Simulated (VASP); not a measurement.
# Te (C2/m) in VASP: further runs, part 3 of 3

VASP 6.6.1.

### 5 Electric field gradients, LDA (28.08 Å³/atom)

This run uses another cell than the first one, of 28.08 Å³/atom.

The input, INCAR:

```
SYSTEM = Te
  PREC = Accurate
  ENCUT = 520
  EDIFF = 1E-8
  ISMEAR = -1
  SIGMA = 0.05
  LREAL = .FALSE.
  LASPH = .TRUE.
  NELM = 60
  ALGO = Normal
  ISIF = 2
  LWAVE = .FALSE.
  LCHARG = .FALSE.
  GGA = CA
  LEFG = .TRUE.
  NBANDS = 16
```

The input, KPOINTS:

```
regular mesh
0
G
  8 8 8
  0 0 0
```

The input, POSCAR:

```
Te
1.0
    4.3171426514     -2.4177059245      0.0000000000
    4.3171426514      2.4177059245      0.0000000000
   -0.1330084927      0.0000000000      4.0349648028
Te
3
Direct
    0.6760000000      0.6760000000      0.6750000000
    0.3240000000      0.3240000000      0.3250000000
    0.0000000000      0.0000000000      0.0000000000
```

Potentials or basis: VASP PAW LDA potentials, release 64 (Te).

Launch:

```console
> cat potpaw_LDA.64/Te/POTCAR > POTCAR
> mpirun -np 1 vasp_std > vasp.out
```

OUTCAR:

```text
SYSTEM = Te
   PREC = Accurate
   ENCUT = 520
   EDIFF = 1E-8
   ISMEAR = -1
   LREAL = .FALSE.
   LASPH = .TRUE.
   NELM = 60
   ISIF = 2
   GGA = CA

 ion  position               nearest neighbor table
   1  0.676  0.676  0.675-   3 3.05   2 3.10   2 3.10   3 3.16   3 3.16   2 3.31
   2  0.324  0.324  0.325-   3 3.05   1 3.10   1 3.10   3 3.16   3 3.16   1 3.31
   3  0.000  0.000  0.000-   1 3.05   2 3.05   1 3.16   1 3.16   2 3.16   2 3.16

  LATTYP: Found a base centered monoclinic cell.
 ALAT       =     8.6342853028
 B/A-ratio  =     0.5600245625
 C/A-ratio  =     0.4675727418
 COS(beta)  =    -0.0329460833

  Lattice vectors:

 A1 = (   4.3171426514,  -2.4177059245,   0.0000000000)
 A2 = (   4.3171426514,   2.4177059245,   0.0000000000)
 A3 = (  -0.1330084927,   0.0000000000,   4.0349648028)

Analysis of symmetry for initial positions (statically):
=====================================================================
 Subroutine PRICEL returns:
 Original cell was already a primitive cell.

 Routine SETGRP: Setting up the symmetry group for a
 base centered monoclinic supercell.

 Subroutine GETGRP returns: Found  4 space group operations
 (whereof  4 operations were pure point group operations)
 out of a pool of  4 trial point group operations.

The static configuration has the point symmetry C_2h.

Analysis of symmetry for dynamics (positions and initial velocities):
=====================================================================
 Subroutine PRICEL returns:
 Original cell was already a primitive cell.

 Routine SETGRP: Setting up the symmetry group for a
 base centered monoclinic supercell.

 Subroutine GETGRP returns: Found  4 space group operations
 (whereof  4 operations were pure point group operations)
 out of a pool of  4 trial point group operations.

The dynamic configuration has the point symmetry C_2h.

 Subroutine INISYM returns: Found  4 space group operations
 (whereof  4 operations are pure point group operations),
 and found     1 'primitive' translations

----------------------------------------------------------------------------------------

                                     Primitive cell

  volume of cell :      84.2305

  direct lattice vectors                    reciprocal lattice vectors
     4.317142651 -2.417705924  0.000000000     0.115817345 -0.206807617  0.003817800
     4.317142651  2.417705924  0.000000000     0.115817345  0.206807617  0.003817800
    -0.133008493  0.000000000  4.034964803     0.000000000  0.000000000  0.247833636

  length of vectors
     4.948032196  4.948032196  4.037156452     0.237060379  0.237060379  0.247833636

  position of ions in fractional coordinates (direct lattice)
     0.676000000  0.676000000  0.675000000
     0.324000000  0.324000000  0.325000000
     0.000000000  0.000000000  0.000000000

  ion indices of the primitive-cell ions
   primitive index   ion index
                 1           1
                 2           2
                 3           3

[... 83 lines left out ...]
   NUPDOWN=      -1.0000    fix difference up-down
   EMIN   =  10.00;   EMAX   =-10.00  energy-range for DOS
   EFERMI =   0.00;   METHOD = LEGACY
   ISMEAR =    -1;   SIGMA  =   0.05  broadening in eV -4-tet -1-fermi 0-gaus
   EFERMI_NEDOS =   21; number of points for ismear=-14 and -15
   IALGO  =     38    algorithm
   IMIX   =      4    mixing-type and parameters
     AMIX     =   0.40;   BMIX     =  1.00
     AMIX_MAG =   1.60;   BMIX_MAG =  1.00
  volume/ion in A,a.u.               =      28.08       189.47
  Fermi-wavevector in a.u.,A,eV,Ry     =   0.978759  1.849586 13.033963  0.957969
  Thomas-Fermi vector in A             =   2.109560
   LORBIT       =      0    0 simple, 1 ext, 2 COOP (PROOUT), +10 PAW based schemes
   GGA     = CA    functional components
   LHFCALC =     F    Hartree Fock is set to
   AEXX    =    0.0000 exact exchange contribution
   IVDW    =     0    specifies the selected vdW correction
   LEPSILON=     F    determine dielectric tensor
   LRPA    =     F    only Hartree local field effects (RPA)
 non-spin polarized calculation
  energy-cutoff  :      520.00
  volume of cell :       84.23
 maximum number of plane-waves:      2288
 NGX is ok and might be reduce to    40
   NGX = 19   NGY = 19   NGZ = 15

 number of electron      17.9999999 magnetization

 Free energy of the ion-electron system (eV)
  ---------------------------------------------------
  ext. energy  EPLUGINS =         0.00000000
  ---------------------------------------------------
  free energy    TOTEN  =       -11.19113039 eV

  energy without entropy =      -11.17611937  energy(sigma->0) =      -11.18362488

 E-fermi :   8.0152     XC(G=0): -10.2300

 val. band max:        8.0033379338   @ k =   0.2500   0.2500   0.5000
 cond. band min:       8.0239206761   @ k =  -0.1250   0.0000   0.1250
 fundamental gap:      0.0205827422
 Fermi energy:         8.0152288202

 k-point     1 :       0.0000    0.0000    0.0000
  band No.  band energies     occupation
      1      -6.2928      2.00000
      2      -1.6033      2.00000
      3      -1.5616      2.00000
      4       3.6439      2.00000
      5       3.9021      2.00000
      6       4.3963      2.00000
[... 433 lines left out ...]
      3      -1.7102      2.00000
      4       2.6321      2.00000
      5       2.9653      2.00000
      6       5.7231      2.00000
[... 8 lines left out ...]
     15      15.2982      0.00000
     16      16.0159      0.00000

 [... further k-points ...]

------------------------ aborting loop because EDIFF is reached ----------------------------------------

  FORCE on cell =-STRESS in cart. coord.  units (eV):
  Direction    XX          YY          ZZ          XY          YZ          ZX
  --------------------------------------------------------------------------------------
  -------------------------------------------------------------------------------------
  Total       -0.4629767     -0.3697633      1.4563662      0.0000000      0.0000000      0.4719085
  in kB       -8.8064349     -7.0333907     27.7020268      0.0000000      0.0000000      8.9763283
  external PRESSURE =       3.9540671 kB  Pullay stress =       0.0000000 kB

 VOLUME and BASIS-vectors are now :
 -----------------------------------------------------------------------------
  energy-cutoff  :      520.00
  volume of cell :       84.23
      direct lattice vectors                 reciprocal lattice vectors
     4.317142651 -2.417705924  0.000000000     0.115817345 -0.206807617  0.003817800
     4.317142651  2.417705924  0.000000000     0.115817345  0.206807617  0.003817800
    -0.133008493  0.000000000  4.034964803     0.000000000  0.000000000  0.247833636

 POSITION                                       TOTAL-FORCE (eV/Angst)
 -----------------------------------------------------------------------------------
      5.74700      0.00000      2.72360        -0.265198      0.000000     -0.170830
      2.75428      0.00000      1.31136         0.265198      0.000000      0.170830
      0.00000      0.00000      0.00000         0.000000      0.000000      0.000000
 -----------------------------------------------------------------------------------
    total drift:                               -0.000000     -0.000000     -0.000000

  FREE ENERGIE OF THE ION-ELECTRON SYSTEM (eV)
  ---------------------------------------------------
  free  energy   TOTEN  =       -11.1911303885 eV

  energy  without entropy=      -11.1761193730  energy(sigma->0) =      -11.18362488

 Electric field gradients (V/A^2)
---------------------------------------------------------------------
 ion       V_xx      V_yy      V_zz      V_xy      V_xz      V_yz
---------------------------------------------------------------------
   1     103.857   168.241  -272.098     0.000   -53.622    -0.000
   2     103.857   168.241  -272.098     0.000   -53.622    -0.000
   3     248.469    56.715  -305.184    -0.000    75.017     0.000
---------------------------------------------------------------------

 Electric field gradients after diagonalization (V/A^2)
 (convention: |V_zz| > |V_xx| > |V_yy|)
----------------------------------------------------------------------
 ion       V_xx      V_yy      V_zz     asymmetry (V_yy - V_xx)/ V_zz
----------------------------------------------------------------------
   1     168.241   111.356  -279.597       0.203
   2     168.241   111.356  -279.597       0.203
   3     258.453    56.715  -315.168       0.640
----------------------------------------------------------------------

           NMR quadrupolar parameters

 Cq : quadrupolar parameter    Cq=e*Q*V_zz/h
 eta: asymmetry parameters     (V_yy - V_xx)/ V_zz
 Q  : nuclear electric quadrupole moment in mb (millibarn)
----------------------------------------------------------------------
 ion       Cq(MHz)       eta       Q (mb)
----------------------------------------------------------------------
   1      -0.676       0.203       1.000
   2      -0.676       0.203       1.000
   3      -0.762       0.640       1.000
----------------------------------------------------------------------
```

OSZICAR:

```text
N       E                     dE             d eps       ncg     rms          rms(c)
DAV:   1     0.665484997812E+02    0.66548E+02   -0.65977E+03  4800   0.905E+02
DAV:   2    -0.734730859201E+01   -0.73896E+02   -0.70302E+02  6424   0.140E+02
DAV:   3    -0.111541596065E+02   -0.38069E+01   -0.37742E+01  5880   0.341E+01
DAV:   4    -0.112044700396E+02   -0.50310E-01   -0.50297E-01  6624   0.482E+00
DAV:   5    -0.112055521782E+02   -0.10821E-02   -0.10821E-02  6264   0.680E-01    0.131E+01
DAV:   6    -0.111953381469E+02    0.10214E-01   -0.61088E-03  6472   0.396E-01    0.803E+00
DAV:   7    -0.111912800999E+02    0.40580E-02   -0.10414E-02  5880   0.503E-01    0.253E-01
DAV:   8    -0.111911408364E+02    0.13926E-03   -0.67451E-04  5976   0.150E-01    0.121E-01
DAV:   9    -0.111911316787E+02    0.91578E-05   -0.69307E-05  6512   0.435E-02    0.395E-02
DAV:  10    -0.111911303784E+02    0.13003E-05   -0.44955E-06  6232   0.124E-02    0.166E-02
DAV:  11    -0.111911303971E+02   -0.18733E-07   -0.34705E-07  6656   0.338E-03    0.302E-03
DAV:  12    -0.111911303885E+02    0.86436E-08   -0.18137E-08  5096   0.818E-04
   1 F= -.11191130E+02 E0= -.11183625E+02  d E =-.150110E-01
```

stdout:

```text
POSCAR found type information on POSCAR Te
 POSCAR found :  1 types and       3 ions
 scaLAPACK will be used
 LDA part: xc-table for (Slater(with rela. corr.)+CA(PZ))
 , standard interpolation
 POSCAR, INCAR and KPOINTS ok, starting setup
 FFT: planning ... GRIDC
 FFT: planning ... GRID_SOFT
 FFT: planning ... GRID
 WAVECAR not read
 entering main loop
ion   1

ion   2

ion   3
```

It took 94 s on 1 thread of Intel Xeon Platinum 8488C (Sapphire Rapids), shared host; peak memory 0.28 GiB.

Results:

- Free energy: -11.1911 eV
- Pressure: 0.4 GPa
- Largest force: 0.315 eV/Å
- Band gap on the k mesh: zero (bands 9 and 10 overlap by 3.07 eV)
- Largest electric field gradient by atom: Te -279.6, -315.2 (each value once) V/Å²

Forces in eV/Å, atoms in the order of the input:
```
Te  -0.265  0.000 -0.171
Te   0.265  0.000  0.171
Te   0.000  0.000  0.000
```

Electric field gradients, principal values (V/Å²):
```
atom    least   middle  greatest (by size)
1 Te  111.356  168.241            -279.597
2 Te  111.356  168.241            -279.597
3 Te   56.715  258.453            -315.168
```

Caveat: without QUAD_EFG the Cq values of the log hold for a quadrupole moment of 1 mb, not for the nuclei; spin-orbit coupling is left out, which moves the levels of the heavy elements.
